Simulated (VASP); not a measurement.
Set up this calculation in VASP 6.6.1, as the native input.

- Task: single point
- Functional: PBEsol
- Potentials or basis: VASP PAW PBE potentials, release 64 (W_sv, Se)
- Cutoff: 520 eV
- k mesh: 9 × 9 × 2
- Occupations: gaussian, width 0.05 eV
- Spin: no spin polarisation
- Dipole correction: no
- Further INCAR settings: ALGO = Normal; EDIFF = 1e-06; NBANDS = 35

The structure of WSe2 lies in POSCAR:

```
WSe2
1.0
    3.2705808386      0.0000000000      0.0000000000
   -1.6352904193      2.8324060913      0.0000000000
    0.0000000000      0.0000000000     23.9869951139
W Se
2 4
Direct
    0.5820639573      0.3333333333      0.1606888074
    0.3333333333      0.6666666667      0.8623778584
    0.3333333333      0.6666666667      0.2073407565
    0.6666666667      0.3333333333      0.9321940382
    0.3333333333      0.6666666667      0.0678059618
    0.6666666667      0.3333333333      0.7926592435
```

This cell differs from its parent crystal: atom 1 (W) moved by -0.277 Å along [1 0 0] and +0.553 Å along [0 0 1].

One way to write it, as run:

INCAR

```
SYSTEM = WSe2
  ALGO = Normal
  EDIFF = 1E-6
  ENCUT = 520
  GGA = PS
  ISIF = 2
  ISMEAR = 0
  LASPH = .TRUE.
  LCHARG = .FALSE.
  LREAL = .FALSE.
  LWAVE = .FALSE.
  NBANDS = 35
  NELM = 60
  PREC = Accurate
  SIGMA = 0.05
```

KPOINTS

```
k-points
0
G
  9 9 2
  0 0 0
```

Potentials or basis: VASP PAW PBE potentials, release 64 (W_sv, Se).

The run is started by

```sh
$ cat potpaw_PBE.64/W_sv/POTCAR potpaw_PBE.64/Se/POTCAR > POTCAR
$ mpirun -np 1 vasp_std > vasp.out
```

It gave:

| Property | Result |
| --- | --- |
| Largest force | 17.069 eV/Å |
| Band gap on the k mesh | zero (bands 26 and 27 overlap by 0.82 eV) |

Caveat: the cell differs from its parent crystal (atom 1 (W) moved by -0.277 Å along [1 0 0] and +0.553 Å along [0 0 1]); the PAW data sets were made with another functional, which shifts forces and pressure a little; spin-orbit coupling is left out, which moves the levels of the heavy elements.

Wall time 10 min on 1 thread of AMD EPYC 9R45 96-Core Processor (Zen 5), on a shared host, peak memory 0.64 GiB.
